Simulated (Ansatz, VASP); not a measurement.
**Si3Te in VASP and in Ansatz**

```
Si Te
1.0
     5.77451    0.00000    0.00000
    -2.88725    5.00087    0.00000
     0.00000    0.00000    2.77468
Si Te
3 1
Direct
  0.50000 0.00000 0.00000
  0.00000 0.50000 0.00000
  0.50000 0.50000 0.00000
  0.00000 0.00000 0.00000
```

Alike in both runs: functional PBE; k mesh 6 × 6 × 4; occupations gaussian, width 0.1 eV; no spin polarisation.

Ansatz relaxed the structure, and its values are those at the end. VASP's run is a single point on that final structure, the one shown.

|  | VASP | Ansatz |
| --- | --- | --- |
| version | VASP 6.6.1 | Ansatz 0.2.0 |
| potentials or method | VASP PAW PBE potentials, release 64 (Si, Te), cutoff 520 eV | scalar-relativistic, plane waves, PAW |
| valence electrons in the cell | 18 | 28 |

|  | VASP | Ansatz | Ansatz less VASP |
| --- | --- | --- | --- |
| gap on the k mesh at the Fermi level (eV) | none | none | - |
| pressure (GPa) | 0.0 | 0.0 | -0.02 |

A gap of «none» marks a metal or a gap that the smearing closes. VASP's potentials hold 18 valence electrons a cell and Ansatz's 28, so a difference there can come from the potentials and not from the codes.

The k mesh is coarse, so the values compare programs but aren't converged. Spin-orbit coupling is off throughout.
